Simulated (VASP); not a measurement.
Write the native input for VASP 6.6.1 that does the following.

| Item | Value |
| --- | --- |
| Task | single point |
| Functional | LDA |
| Potentials or basis | VASP PAW LDA potentials, release 64 (Si) |
| Cutoff | 520 eV |
| k mesh | 10 × 10 × 6 |
| Occupations | gaussian, width 0.01 eV |
| Spin | no spin polarisation |
| Dipole correction | no |
| Further INCAR settings | ALGO = Normal; EDIFF = 1e-06; NBANDS = 26 |

The structure of Si lies in POSCAR:

```
Si
1.0
    6.6814968315     -1.8705835354      0.0126315190
    6.6814968315      1.8705835354      0.0126315190
   -0.7102403696      0.0000000000      6.1487177308
Si
8
Direct
    0.0536831914      0.0536831914      0.8704686928
    0.9463168086      0.9463168086      0.1295313072
    0.5581325161      0.5581325161      0.6524777620
    0.4418674839      0.4418674839      0.3475222380
    0.2112236148      0.2112236148      0.0571856830
    0.7887763852      0.7887763852      0.9428143170
    0.7272975587      0.7272975587      0.5860385264
    0.2727024413      0.2727024413      0.4139614736
```

These files were run (other wordings do the same):

INCAR

```
PREC = Accurate
ENCUT = 520
EDIFF = 1E-6
ISMEAR = 0
SIGMA = 0.01
LREAL = F
LASPH = T
NELM = 80
ALGO = Normal
ISIF = 2
LWAVE = F
LCHARG = F
GGA = CA
NBANDS = 26
```

KPOINTS

```
Automatic mesh
0
Gamma
  10 10 6
```

Potentials or basis: VASP PAW LDA potentials, release 64 (Si).

Launch:

```console
$ cat potpaw_LDA.64/Si/POTCAR > POTCAR
$ mpirun -np 1 vasp_std > vasp.out
```

Results of the run:

* Pressure: 6.2 GPa
* Largest force: 0.012 eV/Å
* Band gap on the k mesh: 0.03 eV (least direct gap 0.35 eV)

Caveat: the cell stands under pressure; semilocal functionals underestimate gaps, and a narrow one can read as zero.

Wall time 10 min on 1 thread of Intel(R) Xeon(R) Platinum 8488C (Sapphire Rapids), with other jobs on the host, peak memory 0.58 GiB.
